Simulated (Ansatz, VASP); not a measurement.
# One calculation of Mg2SO, two programs

File INCAR:

```
SYSTEM = Mg2SO
ALGO = Normal
EDIFF = 1E-6
ENCUT = 520
GGA = PE
ISIF = 2
ISMEAR = -1
LASPH = .True.
LCHARG = .True.
LELF = .True.
LREAL = .False.
LVHAR = .True.
LWAVE = .False.
NBANDS = 16
NELM = 100
PREC = Accurate
SIGMA = 0.02
```

Contents of KPOINTS:

```
k-points
0
Gamma
  8 8 6
  0 0 0
```

File POSCAR:

```
Mg2SO
1.0
    3.4083939418      0.0000000000      0.0000000000
    0.0000000000      3.4083939418      0.0000000000
    0.0000000000      0.0000000000      4.7335041862
O Mg S
1 2 1
Direct
    0.0000000000      0.0000000000      0.0000000000
    0.0000000000      0.0000000000      0.5000000000
    0.5000000000      0.5000000000      0.0000000000
    0.5000000000      0.5000000000      0.5000000000
```

Input for Ansatz:

```yaml
crystal:
  lattice:
    - [3.4083939418, 0.0, 0.0]
    - [0.0, 3.4083939418, 0.0]
    - [0.0, 0.0, 4.7335041862]
  atoms:
    - { symbol: O, position: [0.0, 0.0, 0.0] }
    - { symbol: Mg, position: [0.0, 0.0, 0.5] }
    - { symbol: S, position: [0.5, 0.5, 0.5] }
    - { symbol: Mg, position: [0.5, 0.5, 0.0] }
kpoints:
  mp_grid: { grid: [8, 8, 6] }
  band_path:
    path:
      - [0.0, 0.0, 0.0]
      - [0.0, 0.5, 0.0]
      - [0.5, 0.5, 0.0]
      - [0.0, 0.0, 0.5]
      - [0.0, 0.5, 0.5]
      - [0.5, 0.5, 0.5]
    npoints: 1
hamiltonian:
  xc: pbe
scf:
  occupations: { method: fermi_dirac, width: 0.02 }
  n_extra_bands: 5
output:
  forces: true
  stress: true
  eigenvalues: true
```

Change from the starting cell: uniaxial_z strain -0.6%.

Alike in both runs: task single point; functional PBE; k mesh 8 × 8 × 6; occupations fermi-dirac, width 0.02 eV; no spin polarisation.

|  | VASP | Ansatz |
| --- | --- | --- |
| version | VASP 6.6.1 | Ansatz 0.2.0 |
| potentials or method | VASP PAW PBE potentials, release 64 (O, Mg, S) | plane waves, PAW |
| plane-wave cutoff (eV) | 520 | 420 |
| valence electrons in the cell | 16 | 32 |

|  | VASP | Ansatz | Ansatz less VASP |
| --- | --- | --- | --- |
| gap on the k mesh at the Fermi level (eV) | 3.21 | 3.23 | +0.016 |
| pressure (GPa) | 2.6 | 3.0 | +0.37 |

VASP's potentials hold 16 valence electrons a cell and Ansatz's 32, so a difference there can come from the potentials and not from the codes.
